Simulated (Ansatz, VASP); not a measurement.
# SnGeTe3: VASP beside Ansatz

Contents of INCAR:

```
SYSTEM = SnGeTe3
  PREC = Accurate
  ENCUT = 600
  EDIFF = 1E-6
  ISMEAR = 0
  SIGMA = 0.1
  LREAL = .FALSE.
  LASPH = .TRUE.
  NELM = 80
  ALGO = Normal
  ISIF = 3
  LWAVE = .FALSE.
  LCHARG = .FALSE.
  GGA = PE
  IBRION = 2
  NSW = 100
  EDIFFG = -0.01
```

Contents of KPOINTS:

```
Automatic mesh
0
G
  8 8 8
  0 0 0
```

The input POSCAR:

```
SnGeTe3
1.0
    5.4194130500      0.0000000000      0.0000000000
    0.0000000000      5.4194130500      0.0000000000
    0.0000000000      0.0000000000      5.4194130500
Sn Ge Te
1 1 3
Direct
    0.5000000000      0.5000000000      0.5000000000
    0.0000000000      0.0000000000      0.0000000000
    0.5000000000      0.0000000000      0.0000000000
    0.0000000000      0.5000000000      0.0000000000
    0.0000000000      0.0000000000      0.5000000000
```

Input for Ansatz:

```yaml
crystal:
  lattice:
    - [5.41941305, 0.0, 0.0]
    - [0.0, 5.41941305, 0.0]
    - [0.0, 0.0, 5.41941305]
  atoms:
    - { symbol: Sn, position: [0.5, 0.5, 0.5] }
    - { symbol: Ge, position: [0.0, 0.0, 0.0] }
    - { symbol: Te, position: [0.5, 0.0, 0.0] }
    - { symbol: Te, position: [0.0, 0.5, 0.0] }
    - { symbol: Te, position: [0.0, 0.0, 0.5] }
basis:
  ecutwfc: 420
kpoints:
  mp_grid: { grid: [8, 8, 8] }
hamiltonian:
  xc: pbe
scf:
  occupations: { method: gaussian, width: 0.1 }
output:
  forces: true
  stress: true
  eigenvalues: true
relax:
  adjacent_minimum: "off"
  f_tol: 0.01
  max_steps: 80
  cell: { stress_tol: 0.05 }
```

Change from the starting cell: species swapped into the Tb3GaC type (Pm-3m, No. 221).

Alike in both runs: task relaxation of cell and atoms; functional PBE; k mesh 8 × 8 × 8; occupations gaussian, width 0.1 eV; no spin polarisation.

```csv
,VASP,Ansatz
version,VASP 6.6.1,Ansatz 0.2.0
potentials or method,"VASP PAW PBE potentials, release 64 (Sn_d, Ge_d, Te), cutoff 600 eV","scalar-relativistic, plane waves, PAW"
valence electrons in the cell,46,76
```

```tsv
	VASP	Ansatz	Ansatz less VASP
gap on the k mesh at the Fermi level, each at its own relaxed structure (eV)	none	none	-
relaxed volume (Å³/atom)	32.22	32.20	-0.028
relaxed cell length with the largest relative difference (Å)	5.441	5.440	-0.0016
```

A gap of «none» marks a metal or a gap that the smearing closes. VASP's potentials hold 46 valence electrons a cell and Ansatz's 76, so a difference there can come from the potentials and not from the codes.

Neither program's run includes spin-orbit coupling.
